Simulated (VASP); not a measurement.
Set up this calculation in VASP 6.6.1, as the native input.

```yaml
Task: relaxation of cell and atoms
Functional: PBE
Potentials_or_basis: VASP PAW PBE potentials, release 64 (Mg, Zn, S)
Cutoff: 600 eV
k_mesh: 3 × 3 × 4
Occupations: gaussian, width 0.1 eV
Spin: no spin polarisation
Dipole_correction: no
Further_INCAR_settings: ALGO = Normal; EDIFF = 1e-06; IBRION = 2; EDIFFG = -0.04; NSW = 90; ISIF = 3
```

The structure of MgZn5S6 lies in POSCAR:

```
MgZn5S6
1.0
    6.5699111300      0.0000000000      0.0000000000
   -3.2849555600      5.6897099400      0.0000000000
    0.0000000000      0.0000000000      6.2047870300
Mg Zn S
1 5 6
Direct
    0.0000000000      0.0000000000      0.5000000000
    0.3333333300      0.3333333300      0.0000000000
    0.0000000000      0.6666666700      0.0000000000
    0.6666666700      0.0000000000      0.0000000000
    0.6666666700      0.3333333300      0.5000000000
    0.3333333300      0.6666666700      0.5000000000
    0.3333333300      0.3333333300      0.3849999900
    0.0000000000      0.6666666700      0.3849999900
    0.6666666700      0.0000000000      0.3849999900
    0.6666666700      0.3333333300      0.8849999900
    0.3333333300      0.6666666700      0.8849999900
    0.0000000000      0.0000000000      0.8849999900
```

One way to write it, as run:

INCAR

```
SYSTEM = MgZn5S6
PREC     = Accurate       ! precision mode
ENCUT    = 600            ! plane-wave cutoff, eV
EDIFF    = 1E-6           ! SCF threshold, eV
ISMEAR   = 0              ! smearing method
SIGMA    = 0.1            ! smearing width, eV
LREAL    = .FALSE.        ! projectors in reciprocal space
LASPH    = .TRUE.         ! aspherical terms in the spheres
NELM     = 60             ! most SCF steps
ALGO     = Normal         ! electronic algorithm
ISIF     = 3              ! what is computed and relaxed
LWAVE    = .FALSE.        ! write WAVECAR
LCHARG   = .FALSE.        ! write CHGCAR
GGA      = PE             ! functional
IBRION   = 2              ! ionic algorithm
NSW      = 90             ! ionic steps
EDIFFG   = -0.04          ! ionic threshold
```

KPOINTS

```
Automatic mesh
0
G
  3 3 4
  0 0 0
```

Potentials or basis: VASP PAW PBE potentials, release 64 (Mg, Zn, S).

The run is started by

```sh
$ cat potpaw_PBE.64/Mg/POTCAR potpaw_PBE.64/Zn/POTCAR potpaw_PBE.64/S/POTCAR > POTCAR
$ mpirun -np 1 vasp_std > vasp.out
```

Results of the run:

```
Relaxed volume                        : 20.69 Å³/atom
Relaxed cell                          : a = 6.724 Å, b = 6.724 Å, c = 6.340 Å, α = 90.00°, β = 90.00°, γ = 120.00°
Space group after relaxing (to 0.1 Å) : P31m (No. 157)
Energy gained by relaxing             : 35.7 meV/atom
Ionic steps                           : 9
Pressure after relaxing               : 0.0 GPa
Largest force after relaxing          : 0.022 eV/Å
Band gap on the k mesh                : 2.25 eV
```

It took 27 min on 1 thread of Oxide Virtual Turin-like Processor (shared host), peak memory 0.45 GiB.
